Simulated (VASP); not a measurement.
## YNbGe: single point with r2SCAN

Crystal: YNbGe.

```xyz
6
Lattice="4.1064 0.0000 0.0000 2.0532 -5.2922 0.0000 0.0000 0.0000 -5.8444" Properties=species:S:1:pos:R:3 pbc="T T T"
Y     2.0532   -2.0121   -4.3833
Y     4.1064   -3.2801   -1.4611
Ge    4.1064   -4.1724   -4.3833
Ge    2.0532   -1.1198   -1.4611
Nb    0.0000    0.0000    0.0000
Nb    0.0000    0.0000   -2.9222
```

```
Program             : VASP 6.6.1
Task                : single point
Functional          : r2SCAN
Potentials or basis : VASP PAW PBE potentials, release 64 (Y_sv, Ge_d, Nb_sv)
Cutoff              : 520 eV
k mesh              : 5 × 5 × 3
Occupations         : fermi-dirac, width 0.1 eV
Spin                : no spin polarisation
```

```json
{"Pressure": "-0.2 GPa", "Largest force": "0.415 eV/Å", "Band gap on the k mesh": "zero (bands 38 and 39 overlap by 0.58 eV)"}
```

Forces in eV/Å, atoms in the order of the input:
```
Y    0.000 -0.415  0.000
Y    0.000  0.415  0.000
Ge   0.000 -0.210  0.000
Ge   0.000  0.210  0.000
Nb   0.000  0.000  0.000
Nb   0.000  0.000  0.000
```

Stress tensor (GPa, compression positive):
```
-2.38  0.00  0.00
 0.00  3.71  0.00
 0.00  0.00 -1.92
```

Levels at points of the mesh, in eV from the Fermi level:
| k point | band 36 | band 37 | band 38 | band 39 | band 40 | band 41 |
| --- | --- | --- | --- | --- | --- | --- |
| (0.00, 0.00, 0.00) | -0.63 | -0.63 | -0.61 | -0.40 | 0.18 | 1.66 |

Wall time 3.9 min on 1 thread of Intel(R) Xeon(R) 6975P-C (Granite Rapids) (shared host), peak memory 0.32 GiB.

Caveat: the PAW data sets were made with another functional, which shifts forces and pressure a little.
